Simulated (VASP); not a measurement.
# Al7SiCN7 (P1) in VASP: single point with HSE06

Aim: the single point of Al7SiCN7 with HSE06.

All numbers are computed with VASP 6.6.1; they aren't measurements. Logs are shortened: lines on timing, memory, paths and dates and some standing lists are left out, and cuts for length are marked.

## 1. The cell of the first run

The typed cell holds 96 atoms: a = 9.399 Å, b = 10.835 Å, c = 9.928 Å, α = 90.00°, β = 90.00°, γ = 90.00°.

## 2. Single point, HSE06

Contents of POSCAR:

```
Al7SiCN7
1.0
    9.3991550000      0.0000000000      0.0000000000
    0.0000000000     10.8350440000      0.0000000000
    0.0000000000      0.0000000000      9.9280560000
Al Si N C
42 6 42 6
Direct
    0.1628990000      0.0860760000      0.2503850000
    0.1658840000      0.0835600000      0.7482140000
    0.9959430000      0.3278280000      0.2513010000
    0.9996020000      0.3342910000      0.7485180000
    0.5004550000      0.0864340000      0.2389110000
    0.5000260000      0.0822260000      0.7529230000
    0.3337920000      0.3286190000      0.7430990000
    0.1684180000      0.5833590000      0.7501510000
    0.0022160000      0.8342500000      0.2493700000
    0.0021280000      0.8343350000      0.7496440000
    0.8370830000      0.0809350000      0.2114030000
    0.8314040000      0.0830330000      0.7568270000
    0.6679890000      0.3333160000      0.7427220000
    0.4976600000      0.5824750000      0.7454680000
    0.3339080000      0.8394450000      0.2527290000
    0.3345580000      0.8344530000      0.7507070000
    0.8324800000      0.5812360000      0.2526040000
    0.8340780000      0.5889510000      0.7508560000
    0.6662480000      0.8340790000      0.2506890000
    0.6631470000      0.8343020000      0.7490130000
    0.9930910000      0.1616170000      0.5006050000
    0.0041230000      0.1692630000      0.9882180000
    0.3363360000      0.1586030000      0.4999190000
    0.3315280000      0.1667820000      0.9983510000
    0.1637800000      0.4161790000      0.5022930000
    0.1683250000      0.4200280000      0.9966790000
    0.9985920000      0.6698590000      0.5014930000
    0.0038780000      0.6662000000      0.9980890000
    0.6706240000      0.1528300000      0.4973220000
    0.6598420000      0.1698920000      0.9897150000
    0.3310330000      0.6705680000      0.5013870000
    0.3314480000      0.6656930000      0.9969430000
    0.1648710000      0.9185780000      0.5013270000
    0.1683050000      0.9186420000      0.9972410000
    0.8353900000      0.4171800000      0.5032780000
    0.8316470000      0.4174490000      0.9965380000
    0.6715420000      0.6692070000      0.5032580000
    0.6645390000      0.6629610000      0.9980220000
    0.5018160000      0.9172380000      0.4981180000
    0.5002420000      0.9150450000      0.9998780000
    0.8341100000      0.9210100000      0.4992240000
    0.8314750000      0.9092720000      0.9870870000
    0.3322910000      0.3344090000      0.2517630000
    0.1699880000      0.5806970000      0.2554970000
    0.6676080000      0.3330460000      0.2507650000
    0.4976500000      0.5823180000      0.2519850000
    0.5001560000      0.4174310000      0.4952340000
    0.4976650000      0.4173680000      0.9939490000
    0.0126080000      0.1746690000      0.1813250000
    0.3293730000      0.1854520000      0.1953330000
    0.3329970000      0.1672260000      0.6866360000
    0.1809160000      0.4230500000      0.1976120000
    0.1725980000      0.4200090000      0.6898910000
    0.0148410000      0.6521960000      0.1943990000
    0.0051340000      0.6621790000      0.6905760000
    0.6549810000      0.1891850000      0.1881650000
    0.4948920000      0.4202790000      0.1876360000
    0.4959490000      0.4204900000      0.6707700000
    0.3347850000      0.6542500000      0.1980460000
    0.3339800000      0.6649390000      0.6899220000
    0.1694640000      0.9175010000      0.1899990000
    0.1719030000      0.9137630000      0.6916450000
    0.8207590000      0.4129320000      0.1932470000
    0.8320540000      0.4246760000      0.6926040000
    0.6513710000      0.6537960000      0.1940390000
    0.6613190000      0.6609740000      0.6914840000
    0.4999310000      0.9139640000      0.1932520000
    0.4952270000      0.9130440000      0.6874230000
    0.8337080000      0.8946610000      0.1807820000
    0.1710810000      0.0841590000      0.4375790000
    0.1707690000      0.0843890000      0.9421480000
    0.0012490000      0.3406730000      0.4369800000
    0.0025620000      0.3441370000      0.9450060000
    0.4960090000      0.0817020000      0.4297440000
    0.3439270000      0.3415860000      0.4308190000
    0.3418910000      0.3430730000      0.9415980000
    0.1696550000      0.5821970000      0.4320550000
    0.1694290000      0.5828140000      0.9421070000
    0.0053950000      0.8292330000      0.4369270000
    0.0078960000      0.8275280000      0.9433820000
    0.6543080000      0.3499350000      0.4270460000
    0.6534630000      0.3501350000      0.9411200000
    0.4962850000      0.5739290000      0.4313260000
    0.4955890000      0.5721150000      0.9429310000
    0.3328560000      0.8311900000      0.4400770000
    0.3333030000      0.8269720000      0.9439860000
    0.8336350000      0.5837510000      0.4405880000
    0.8339760000      0.5848650000      0.9468590000
    0.6620980000      0.8266860000      0.4373950000
    0.6581200000      0.8220100000      0.9422950000
    0.0017840000      0.1698800000      0.6945600000
    0.6616730000      0.1703850000      0.6885740000
    0.8327160000      0.9102530000      0.6943810000
    0.4929110000      0.0817860000      0.9493970000
    0.8335900000      0.0822980000      0.4104880000
    0.8318350000      0.0842750000      0.9672160000
```

Contents of INCAR.step1:

```
SYSTEM = Al7SiCN7
PREC = Accurate
ENCUT = 520
EDIFF = 1E-5
ISMEAR = -1
SIGMA = 0.05
LREAL = Auto
LASPH = .TRUE.
NELM = 120
ALGO = Normal
ISIF = 2
LWAVE = .TRUE.
LCHARG = .FALSE.
NBANDS = 246
GGA = PE
ISYM = -1
GGA_COMPAT = .FALSE.
KPAR = 1
```

Contents of INCAR.step2:

```
SYSTEM = Al7SiCN7
PREC = Accurate
ENCUT = 520
EDIFF = 1E-6
ISMEAR = -1
SIGMA = 0.05
LREAL = Auto
LASPH = .TRUE.
NELM = 120
ALGO = Normal
ISIF = 2
LWAVE = .FALSE.
LCHARG = .FALSE.
GGA = PE
LHFCALC = .TRUE.
HFSCREEN = 0.2079
PRECFOCK = Fast
NBANDS = 246
ISTART = 1
ISYM = -1
GGA_COMPAT = .FALSE.
KPAR = 1
```

Contents of KPOINTS:

```
explicit points
1
Reciprocal
  0.25000000   0.25000000   0.25000000 1
```

Potentials or basis: VASP PAW PBE potentials, release 64 (Al, Si, N, C).

Run with:

```
$ cat potpaw_PBE.64/Al/POTCAR potpaw_PBE.64/Si/POTCAR potpaw_PBE.64/N/POTCAR potpaw_PBE.64/C/POTCAR > POTCAR
$ cp INCAR.step1 INCAR
$ mpirun -np 4 vasp_std > vasp.out
$ cp INCAR.step2 INCAR
$ mpirun -np 4 vasp_std > vasp.out
```

OUTCAR:

```text
SYSTEM = Al7SiCN7
   PREC = Accurate
   ENCUT = 520
   EDIFF = 1E-6
   ISMEAR = -1
   LREAL = Auto
   LASPH = .TRUE.
   NELM = 120
   ISIF = 2
   GGA = PE
   LHFCALC = .TRUE.
   HFSCREEN = 0.2079
   PRECFOCK = Fast
   ISTART = 1
   ISYM = -1

 ion  position               nearest neighbor table
   1  0.163  0.086  0.250-  49 1.84  70 1.86  61 1.92  50 1.98   3 3.05  21 3.06  23 3.07  33 3.08
                            11 3.09  24 3.09  34 3.10  15 3.12   9 3.12  43 3.13  22 3.13   5 3.17
   2  0.166  0.084  0.748-  91 1.88  51 1.91  62 1.92  71 1.93  22 2.98  33 3.03  23 3.05  34 3.05
                            21 3.07  24 3.07   7 3.09  10 3.11  16 3.13   4 3.13   6 3.14  12 3.14
   3  0.996  0.328  0.251-  49 1.81  72 1.85  63 1.97  52 2.09   1 3.05  21 3.06  35 3.08  45 3.09
                            11 3.09  25 3.10  36 3.12  22 3.13  17 3.15  43 3.16  26 3.16  44 3.19
   4  1.000  0.334  0.749-  91 1.86  64 1.94  73 1.95  53 1.96  22 2.98  35 3.02  25 3.02  36 3.06
                            26 3.07  21 3.09  13 3.12   8 3.13   2 3.13   7 3.14  12 3.15  18 3.17
   5  0.500  0.086  0.239-  74 1.90  56 1.90  67 1.92  50 1.98  24 3.00  40 3.01  30 3.03  45 3.10
                            15 3.10  29 3.11  23 3.12  43 3.12  19 3.15  39 3.16   1 3.17  11 3.18
   6  0.500  0.082  0.753-  92 1.90  51 1.94  68 1.95  94 1.95  30 2.95  24 3.05  40 3.05  23 3.06
                            20 3.09   7 3.09  39 3.10  29 3.10  16 3.10  12 3.11   2 3.14  13 3.15
   7  0.334  0.329  0.743-  51 1.84  53 1.89  58 1.96  76 1.98  25 3.03  23 3.04  47 3.07  24 3.08
                            48 3.08   2 3.09   6 3.09  26 3.12  13 3.14   4 3.14  14 3.15   8 3.17
   8  0.168  0.583  0.750-  55 1.85  53 1.87  60 1.89  78 1.91  26 3.02  32 3.02  28 3.04  31 3.05
                            25 3.06  27 3.09  14 3.09   4 3.13  10 3.14  16 3.14  18 3.14   7 3.17
   9  0.002  0.834  0.249-  69 1.84  79 1.86  61 1.91  54 2.05  33 3.07  27 3.07  41 3.09  34 3.09
[... 124 lines left out ...]
  94  0.493  0.082  0.949-  24 1.84  40 1.88  30 1.88   6 1.95
  95  0.834  0.082  0.410-  29 1.92  21 1.95  41 1.96  11 1.98
  96  0.832  0.084  0.967-  22 1.87  30 1.88  42 1.91  12 2.09  11 2.43

IMPORTANT INFORMATION: All symmetrisations will be switched off!
NOSYMM: (Re-)initialisation of all symmetry stuff for point group C_1.

----------------------------------------------------------------------------------------

                                     Primitive cell

  volume of cell :    1011.0758

  direct lattice vectors                    reciprocal lattice vectors
     9.399155000  0.000000000  0.000000000     0.106392543  0.000000000  0.000000000
     0.000000000 10.835044000  0.000000000     0.000000000  0.092293119  0.000000000
     0.000000000  0.000000000  9.928056000     0.000000000  0.000000000  0.100724653

  length of vectors
     9.399155000 10.835044000  9.928056000     0.106392543  0.092293119  0.100724653

  position of ions in fractional coordinates (direct lattice)
     0.162899000  0.086076000  0.250385000
     0.165884000  0.083560000  0.748214000
     0.995943000  0.327828000  0.251301000
     0.999602000  0.334291000  0.748518000
     0.500455000  0.086434000  0.238911000
     0.500026000  0.082226000  0.752923000
[... 88 lines left out ...]
     0.833590000  0.082298000  0.410488000
     0.831835000  0.084275000  0.967216000

  ion indices of the primitive-cell ions
   primitive index   ion index
                 1           1
                 2           2
                 3           3
                 4           4
                 5           5
                 6           6
[... 88 lines left out ...]
                95          95
                96          96
[... 30 lines left out ...]
   EDIFF  = 0.1E-05   stopping-criterion for ELM
   LREAL  =      T    real-space projection
   EDIFFG = 0.1E-04   stopping-criterion for IOM
   NSW    =      0    number of steps for IOM
   IBRION =     -1    ionic relax: 0-MD 1-quasi-New 2-CG
   NFREE  =      0    steps in history (QN), initial steepest desc. (CG)
   ISIF   =      2    stress and relaxation
   ISYM   =     -1    0-nonsym 1-usesym 2-fastsym
   POTIM  = 0.5000    time-step for ionic-motion
   TEBEG  =    0.0;   TEEND  =   0.0 temperature during run
   PSTRESS=    0.0 pullay stress
   NELECT =     384.0000    total number of electrons
   NUPDOWN=      -1.0000    fix difference up-down
   EMIN   =  10.00;   EMAX   =-10.00  energy-range for DOS
   EFERMI =   0.00;   METHOD = LEGACY
   ISMEAR =    -1;   SIGMA  =   0.05  broadening in eV -4-tet -1-fermi 0-gaus
   EFERMI_NEDOS =   21; number of points for ismear=-14 and -15
   IALGO  =     38    algorithm
   IMIX   =      1    mixing-type and parameters
     AMIX     =   0.40;   BMIX     =  1.00
     AMIX_MAG =   1.60;   BMIX_MAG =  1.00
  volume/ion in A,a.u.               =      10.53        71.07
  Fermi-wavevector in a.u.,A,eV,Ry     =   1.185561  2.240386 19.123744  1.405556
  Thomas-Fermi vector in A             =   2.321752
   LORBIT       =      0    0 simple, 1 ext, 2 COOP (PROOUT), +10 PAW based schemes
   GGA     = PE    functional components
   LHFCALC =     T    Hartree Fock is set to
   PRECFOCK=fast      Normal, Fast or Accurate (Low or Medium for compatibility)
   ENCUT4O =  -1.0   cutoff for four orbital integrals eV
   NKREDX  =     1    reduce k-point grid by
   NKREDY  =     1    reduce k-point grid by
   NKREDZ  =     1    reduce k-point grid by
   AEXX    =    0.2500 exact exchange contribution
   HFSCREEN=    0.2079 screening length (either q_TF or 0.3 A-1)
   HFSCREENC=   0.2079 screening length for correlation (either q_TF or 0.3 A-1)
   ENCUTFOCK=  -1.0 apply spherical cutoff to Coloumb kernel
   IVDW    =     0    specifies the selected vdW correction
   LEPSILON=     F    determine dielectric tensor
   LRPA    =     F    only Hartree local field effects (RPA)
 non-spin polarized calculation
  energy-cutoff  :      520.00
  volume of cell :     1011.08
 maximum number of plane-waves:     27233
 NGX is ok and might be reduce to    70
  NGX = 36; NGY = 42; NGZ = 40

 number of electron     384.0000003 magnetization

 Free energy of the ion-electron system (eV)
  ---------------------------------------------------
  ext. energy  EPLUGINS =         0.00000000
  ---------------------------------------------------
  free energy    TOTEN  =      -822.13924531 eV

  energy without entropy =     -822.13924531  energy(sigma->0) =     -822.13924531

 E-fermi :   8.8418     XC(G=0):  -9.0169

 val. band max:        7.6102283370   @ k =   0.2500   0.2500   0.2500
 cond. band min:      10.8421404671   @ k =   0.2500   0.2500   0.2500
 fundamental gap:      3.2319121300
 Fermi energy:         8.8417691120

 k-point     1 :       0.2500    0.2500    0.2500
  band No.  band energies     occupation
      1     -13.6865      2.00000
      2     -12.4891      2.00000
      3     -12.3816      2.00000
      4     -12.1640      2.00000
      5     -11.5791      2.00000
      6     -11.5275      2.00000
[... 196 lines left out ...]
    203      11.9949      0.00000
    204      12.1032      0.00000
 [bands above 204 left out]

------------------------ aborting loop because EDIFF is reached ----------------------------------------

  FORCE on cell =-STRESS in cart. coord.  units (eV):
  Direction    XX          YY          ZZ          XY          YZ          ZX
  --------------------------------------------------------------------------------------
  -------------------------------------------------------------------------------------
  Total      -14.2704675    -12.9820884    -12.5476487     -0.9830868     -1.1834675      0.7944117
  in kB      -22.6133588    -20.5717594    -19.8833348     -1.5578252     -1.8753537      1.2588457
  external PRESSURE =     -21.0228177 kB  Pullay stress =       0.0000000 kB

 VOLUME and BASIS-vectors are now :
 -----------------------------------------------------------------------------
  energy-cutoff  :      520.00
  volume of cell :     1011.08
      direct lattice vectors                 reciprocal lattice vectors
     9.399155000  0.000000000  0.000000000     0.106392543  0.000000000  0.000000000
     0.000000000 10.835044000  0.000000000     0.000000000  0.092293119  0.000000000
     0.000000000  0.000000000  9.928056000     0.000000000  0.000000000  0.100724653

 POSITION                                       TOTAL-FORCE (eV/Angst)
 -----------------------------------------------------------------------------------
      1.53111      0.93264      2.48584        -0.071082      0.023401      0.033881
      1.55917      0.90538      7.42831        -0.050962      0.031670     -0.000066
      9.36102      3.55203      2.49493        -0.029023     -0.141318      0.065187
      9.39541      3.62206      7.43133        -0.017516     -0.098588     -0.000238
      4.70385      0.93652      2.37192         0.047703      0.017149      0.065410
      4.69982      0.89092      7.47506         0.048625      0.028887     -0.005152
[... 88 lines left out ...]
      7.83504      0.89170      4.07535        -0.015919      0.032831      0.075350
      7.81855      0.91312      9.60257         0.008700      0.042083     -0.010340
 -----------------------------------------------------------------------------------
    total drift:                                0.012067      0.050866      0.084512

  FREE ENERGIE OF THE ION-ELECTRON SYSTEM (eV)
  ---------------------------------------------------
  free  energy   TOTEN  =      -822.1392453080 eV

  energy  without entropy=     -822.1392453080  energy(sigma->0) =     -822.13924531
```

Wall time 27 min (4 MPI ranks of Intel Xeon Platinum 8259CL at 2.50GHz (Skylake/Cascade Lake), shared host); peak memory 0.82 GiB.

Results:

```yaml
Free_energy: -822.1392 eV
Pressure: -2.1 GPa
Largest_force: 0.246 eV/Å
Band_gap_on_the_k_mesh: 3.23 eV
```

Forces in eV/Å, atoms in the order of the input:
```
Al  -0.071  0.023  0.034
Al  -0.051  0.032  0.000
Al  -0.029 -0.141  0.065
Al  -0.018 -0.099  0.000
Al   0.048  0.017  0.065
Al   0.049  0.029 -0.005
Al  -0.037 -0.040 -0.046
Al  -0.023 -0.002 -0.020
Al  -0.053  0.093  0.043
Al  -0.053  0.063  0.003
Al   0.050  0.002  0.046
Al   0.015  0.002 -0.050
Al   0.050 -0.103 -0.031
Al   0.023  0.035 -0.062
Al   0.002  0.117  0.046
Al  -0.001  0.069 -0.019
Al  -0.006 -0.058  0.072
Al   0.002 -0.050 -0.027
Al   0.036  0.099  0.039
Al   0.050  0.067 -0.002
Al  -0.029 -0.056  0.048
Al  -0.053 -0.078  0.054
Al  -0.006 -0.132  0.049
Al   0.030 -0.120 -0.038
Al  -0.075  0.001  0.036
Al  -0.044  0.017 -0.076
Al  -0.030  0.074  0.025
Al   0.004  0.049 -0.045
Al   0.030 -0.128  0.065
Al   0.030 -0.129  0.026
Al  -0.038  0.064  0.030
Al  -0.040  0.039 -0.072
Al  -0.023  0.008  0.032
Al  -0.030  0.012 -0.003
Al   0.051  0.041  0.033
Al   0.017  0.015 -0.037
Al   0.067  0.088  0.032
Al   0.037  0.080 -0.039
Al   0.008  0.002  0.039
Al   0.016  0.040 -0.010
Al   0.006  0.047  0.034
Al   0.010  0.075  0.069
Si  -0.040 -0.097  0.009
Si  -0.031 -0.005  0.043
Si   0.072 -0.156  0.007
Si   0.035  0.042  0.016
Si   0.031 -0.012  0.005
Si   0.035 -0.004 -0.137
N    0.047  0.064  0.059
N    0.019  0.182  0.057
N   -0.008  0.079 -0.051
N    0.099  0.070  0.065
N    0.022  0.046 -0.052
N    0.086 -0.080  0.036
N    0.007 -0.037 -0.025
N   -0.063  0.215  0.100
N   -0.011  0.040  0.026
N   -0.008  0.050 -0.117
N    0.022 -0.126  0.057
N    0.013 -0.050 -0.034
N    0.028 -0.038  0.014
N    0.026 -0.045 -0.023
N   -0.089 -0.015  0.050
N   -0.018  0.026 -0.050
N   -0.110 -0.101  0.040
N   -0.024 -0.053 -0.043
N   -0.025 -0.044  0.009
N   -0.029 -0.068 -0.021
N   -0.001 -0.062  0.043
N    0.066 -0.004 -0.060
N    0.020  0.032  0.028
N    0.023  0.085 -0.071
N    0.020  0.053  0.038
N   -0.046  0.017  0.005
N    0.073  0.081 -0.118
N    0.081  0.094  0.066
N    0.031 -0.018 -0.139
N    0.028 -0.024  0.029
N    0.038 -0.080 -0.052
N    0.007 -0.070  0.012
N   -0.113  0.118 -0.142
N   -0.123  0.107  0.081
N   -0.015 -0.108 -0.114
N   -0.004 -0.120  0.058
N    0.013 -0.076 -0.060
N    0.000 -0.077  0.014
N   -0.015  0.009 -0.047
N   -0.023 -0.009  0.016
N   -0.049 -0.091 -0.058
N   -0.008 -0.082  0.022
C    0.069  0.057 -0.019
C   -0.045  0.087 -0.037
C    0.008 -0.081 -0.018
C   -0.035  0.036  0.013
C   -0.016  0.033  0.075
C    0.009  0.042 -0.010
```

Stress tensor (GPa, compression positive):
```
-2.26 -0.16  0.13
-0.16 -2.06 -0.19
 0.13 -0.19 -1.99
```

Caveat: the PAW data sets were made with another functional, which shifts forces and pressure a little; a shifted mesh leaves out Γ, where band edges can lie. A k mesh can miss the band edges.
